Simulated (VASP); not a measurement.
Runs of VASP 6.6.1 on PbF2. It takes space group Fm-3m (No. 225, cubic). The conventional cell has a = 5.921 Å, b = 5.921 Å, c = 5.921 Å, α = 90.00°, β = 90.00°, γ = 90.00°. Pb (site symmetry m-3m) has 8 F at 2.56 Å within 3.4 Å. Within 3.4 Å of F (site symmetry -43m) lie 4 Pb at 2.56 Å and 6 F at 2.96 Å. 

```csv
level,k mesh,cutoff (eV),smearing,grid for exact exchange (PRECFOCK),share of exact exchange,screening parameter,gap on the mesh (eV),pressure (GPa)
PBE,6 × 6 × 6,600,methfessel-paxton 0.5 eV,-,-,-,4.44,2.6
PBE,2 × 2 × 2,600,gaussian 0.01 eV,-,-,-,4.44,3.2
PBE,6 × 6 × 6,600,gaussian 0.01 eV,-,-,-,4.44,2.7
HSE06,4 × 4 × 4,520,gaussian 0.01 eV,Normal,0.25,0.2079 1/Å,(a),1.1
PBE,6 × 6 × 6,600,fermi-dirac 0.05 eV,-,-,-,4.44,2.7
PBE,6 × 6 × 6,600,methfessel-paxton 0.2 eV,-,-,-,4.44,2.7
PBE,6 × 6 × 6,600,tetrahedron,-,-,-,4.44,2.7
PBE,6 × 6 × 6,600,gaussian 0.05 eV,-,-,-,4.44,2.7
PBE,6 × 6 × 6,600,fermi-dirac 0.2 eV,-,-,-,4.44,2.7
```

Alike in all rows: task single point; potentials or basis VASP PAW PBE potentials, release 64 (Pb_d, F); no spin polarisation; cell as given.

Question: Estimate the missing entries.

Answer: (a) 5.72.

Caveats: some runs use coarse meshes; spin-orbit coupling is left out, which moves the levels of the heavy elements; the PAW data sets were made with another functional, which shifts forces and pressure a little (at least some runs).

A k mesh can miss the band edges, and the runs leave out spin-orbit coupling on Pb.
